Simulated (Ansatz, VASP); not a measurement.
## One calculation of Au, two programs

Contents of INCAR:

```
SYSTEM = Au
PREC = Accurate
ENCUT = 520
EDIFF = 1E-7
ISMEAR = -1
SIGMA = 0.08
LREAL = .False.
LASPH = .True.
NELM = 80
ALGO = Normal
ISIF = 2
LWAVE = .False.
LCHARG = .False.
GGA = PE
NBANDS = 12
```

Contents of KPOINTS:

```
regular mesh
0
Gamma
  12 12 12
  0 0 0
```

File POSCAR:

```
Au
1.0
    2.7750447624      0.0000000000      0.0000000000
    0.0000000000      2.7750447624      0.0000000000
    0.0000000000      0.0000000000      2.7750447624
Au
1
Direct
    0.0000000000      0.0000000000      0.0000000000
```

Input for Ansatz:

```yaml
crystal:
  lattice:
    - [2.7750447624, 0.0, 0.0]
    - [0.0, 2.7750447624, 0.0]
    - [0.0, 0.0, 2.7750447624]
  atoms:
    - { symbol: Au, position: [0.0, 0.0, 0.0] }
kpoints:
  mp_grid: { grid: [12, 12, 12] }
scf:
  occupations: { method: fermi_dirac, width: 0.08 }
hamiltonian:
  xc: pbe
  pseudopotentials: { kind: all_electron, lapw: { basis_error: 0.00025 } }
output:
  forces: true
  stress: true
  eigenvalues: true
```

Change from the starting cell: volume scaled by 1.03.

Alike in both runs: task single point; functional PBE; k mesh 12 × 12 × 12; occupations fermi-dirac, width 0.08 eV; no spin polarisation.

|  | VASP | Ansatz |
| --- | --- | --- |
| version | VASP 6.6.1 | Ansatz 0.2.0 |
| potentials or method | VASP PAW PBE potentials, release 64 (Au), cutoff 520 eV | all-electron LAPW, scalar-relativistic |

```csv
,VASP,Ansatz,Ansatz less VASP
pressure (GPa),-3.0,-2.8,+0.14
```

Ansatz ran all-electron here, and VASP with PAW potentials.

Neither program's run includes spin-orbit coupling.
